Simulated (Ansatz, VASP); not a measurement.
## InSb in VASP and in Ansatz

```
In Sb
1.0
     0.00000    3.50210    2.97678
     3.50210    0.00000    2.97678
     3.50210    3.50210    0.00000
In Sb
1 1
Cartesian
  0.0000 0.0000 0.0000
  5.2531 5.2531 4.4652
```

Alike in both runs: task single point; functional PBE; k mesh 18 × 18 × 18; occupations gaussian, width 0.15 eV; no spin polarisation.

|  | VASP | Ansatz |
| --- | --- | --- |
| version | VASP 6.6.1 | Ansatz 0.2.0 |
| potentials or method | VASP PAW PBE potentials, release 64 (In_d, Sb), cutoff 520 eV | scalar-relativistic, plane waves, PAW |
| valence electrons in the cell | 18 | 28 |

|  | VASP | Ansatz | Ansatz less VASP |
| --- | --- | --- | --- |
| gap on the k mesh at the Fermi level (eV) | none | none | - |
| pressure (GPa) | -0.3 | -0.3 | +0.02 |
| traceless stress, the component that is largest in VASP (GPa) | 2.04 | 2.04 | -0.001 |

A gap of «none» marks a metal or a gap that the smearing closes. The functional is the same, so the differences come from potentials, cutoffs and numerics. VASP's potentials hold 18 valence electrons a cell and Ansatz's 28, so a difference there can come from the potentials and not from the codes.

Neither program's run includes spin-orbit coupling.
